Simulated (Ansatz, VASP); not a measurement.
# Two plane-wave programs on Al2GaP3

```
Al Ga P
1.0
     0.00029   -0.00063    6.38563
     6.73387    0.00024    0.00042
    -3.36674    5.82836   -0.00074
Al Ga P
4 2 6
Direct
  0.00020 0.99998 0.99997
  0.49944 0.66674 0.66676
  0.49945 0.33333 0.00005
  0.49945 0.00008 0.33338
  0.00095 0.33328 0.66659
  0.00099 0.66662 0.33332
  0.37593 0.33345 0.66672
  0.37449 0.00009 0.00002
  0.37595 0.66676 0.33334
  0.87438 0.66680 0.66687
  0.87438 0.33300 0.99996
  0.87438 0.99986 0.33303
```

Change from the starting cell: cell x1, atoms moved at random (sigma 0.1 Å) and cell strained at random (1.5 %), then relaxed without symmetry.

Alike in both runs: functional PBE; k mesh 2 × 3 × 3; occupations gaussian, width 0.1 eV; no spin polarisation.

Ansatz relaxed the structure, and its values are those at the end. VASP's run is a single point on that final structure, the one shown.

|  | VASP | Ansatz |
| --- | --- | --- |
| version | VASP 6.6.1 | Ansatz 0.2.0 |
| potentials or method | VASP PAW PBE potentials, release 64 (Al, Ga_d, P), cutoff 520 eV | scalar-relativistic, plane waves, PAW |
| valence electrons in the cell | 68 | 68 |

```tsv
	VASP	Ansatz	Ansatz less VASP
gap on the k mesh at the Fermi level (eV)	1.83	1.83	+0.003
least direct gap on the mesh (eV)	1.83	1.83	+0.003
pressure (GPa)	-0.1	0.0	+0.07
rms of the force components (eV/Å)	0.005	0.004	-0.0007
```

The k mesh is coarse, so the values compare programs but aren't converged.
